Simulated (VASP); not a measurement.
Wanted: the native input for a VASP 6.6.1 run.

| Property | Result |
| --- | --- |
| Task | single point |
| Functional | RPBE |
| Potentials or basis | VASP PAW PBE potentials, release 64 (Cd, S) |
| Cutoff | 520 eV |
| k mesh | 8 × 8 × 8 |
| Occupations | fermi-dirac, width 0.15 eV |
| Spin | no spin polarisation |
| Dipole correction | no |
| Further INCAR settings | ALGO = Normal; EDIFF = 1e-06; NBANDS = 16 |

The structure of CdS (Hawleyite) lies in POSCAR:

```
CdS
1.0
    0.0000000000      2.9932101695      2.9932101695
    2.9932101695      0.0000000000      2.9932101695
    2.9932101695      2.9932101695      0.0000000000
Cd S
1 1
Direct
    0.0000000000      0.0000000000      0.0000000000
    0.7500000000      0.7500000000      0.7500000000
```

One way to write it, as run:

INCAR

```
PREC = Accurate ; ENCUT = 520
EDIFF = 1E-6 ; ISMEAR = -1
SIGMA = 0.15 ; LREAL = F
LASPH = T ; NELM = 100
ALGO = Normal ; ISIF = 2
LWAVE = F ; LCHARG = F
GGA = RP ; NBANDS = 16
```

KPOINTS

```
Automatic mesh
0
Gamma
  8 8 8
```

Potentials or basis: VASP PAW PBE potentials, release 64 (Cd, S).

The run is started by

```sh
$ cat potpaw_PBE.64/Cd/POTCAR potpaw_PBE.64/S/POTCAR > POTCAR
$ mpirun -np 1 vasp_std > vasp.out
```

It gave:

The pressure is 0.8 GPa and the band gap on the k mesh is 1.16 eV, direct.

Caveat: the PAW data sets were made with another functional, which shifts forces and pressure a little.

It took 36 s on 1 thread of Intel Xeon 8259CL, with other jobs on the host, peak memory 0.18 GiB.
